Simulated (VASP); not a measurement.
A run of VASP 6.6.1:

INCAR

```
SYSTEM = Rh
  PREC = Accurate
  ENCUT = 520
  EDIFF = 1E-7
  ISMEAR = 0
  SIGMA = 0.15
  LREAL = .FALSE.
  LASPH = .TRUE.
  NELM = 60
  ALGO = Fast
  ISIF = 2
  LWAVE = .FALSE.
  LCHARG = .FALSE.
  GGA = PS
  NBANDS = 14
```

File KPOINTS:

```
Automatic mesh
0
G
  22 22 22
  0 0 0
```

Contents of POSCAR:

```
Rh
1.0
    0.0000000000      1.8920422500      1.9015500000
    1.9015500000      0.0000000000      1.9015500000
    1.9015500000      1.8920422500      0.0000000000
Rh
1
Direct
    0.0000000000      0.0000000000      0.0000000000
```

Potentials or basis: VASP PAW PBE potentials, release 64 (Rh_pv).

Launch:

```bash
$ cat potpaw_PBE.64/Rh_pv/POTCAR > POTCAR
$ mpirun -np 1 vasp_std > vasp.out
```

Hardware: 1 thread of Intel Xeon 8259CL (shared host).

Question: How long does it take, and how much memory?

Answer: Wall time 2.1 min on 1 thread of Intel Xeon 8259CL, with other jobs on the host, peak memory 0.25 GiB. Counts: scf iterations 13, k points 834.
